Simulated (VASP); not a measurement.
Wanted: the native input for a VASP 6.6.1 run.

```yaml
Task: single point
Functional: PBEsol
Potentials_or_basis: VASP PAW PBE potentials, release 64 (Zn)
Cutoff: 520 eV
k_mesh: 18 × 18 × 8
Occupations: fermi-dirac, width 0.03 eV
Spin: no spin polarisation
Dipole_correction: no
Further_INCAR_settings: ALGO = Normal; EDIFF = 1e-07; NBANDS = 19
```

The structure of Zn lies in POSCAR:

```
Zn
1.0
    2.6647980532      0.0000000000      0.0000000000
   -1.3323990266      2.3077828100      0.0000000000
    0.0000000000      0.0000000000      4.8972330000
Zn
2
Direct
    0.3333333333      0.6666666667      0.2500000000
    0.6666666667      0.3333333333      0.7500000000
```

This cell differs from its parent crystal: zz strain of -1 %.

One way to write it, as run:

INCAR

```
PREC = Accurate
ENCUT = 520
EDIFF = 1E-7
ISMEAR = -1
SIGMA = 0.03
LREAL = F
LASPH = T
NELM = 80
ALGO = Normal
ISIF = 2
LWAVE = F
LCHARG = T
GGA = PS
LELF = T
LVHAR = T
NBANDS = 19
```

KPOINTS

```
regular mesh
0
Gamma
  18 18 8
```

Potentials or basis: VASP PAW PBE potentials, release 64 (Zn).

Run with:

```sh
$ cat potpaw_PBE.64/Zn/POTCAR > POTCAR
$ mpirun -np 1 vasp_std > vasp.out
```

Results of the run:

```yaml
Pressure: -4.5 GPa
Band_gap_on_the_k_mesh: zero (bands 12 and 13 overlap by 4.47 eV)
```

Caveat: the cell differs from its parent crystal (zz strain of -1 %); the cell stands under tension; the PAW data sets were made with another functional, which shifts forces and pressure a little.

Wall time 31 s on 1 thread of Intel(R) Xeon(R) 6975P-C (Granite Rapids), on a shared host, peak memory 0.2 GiB.
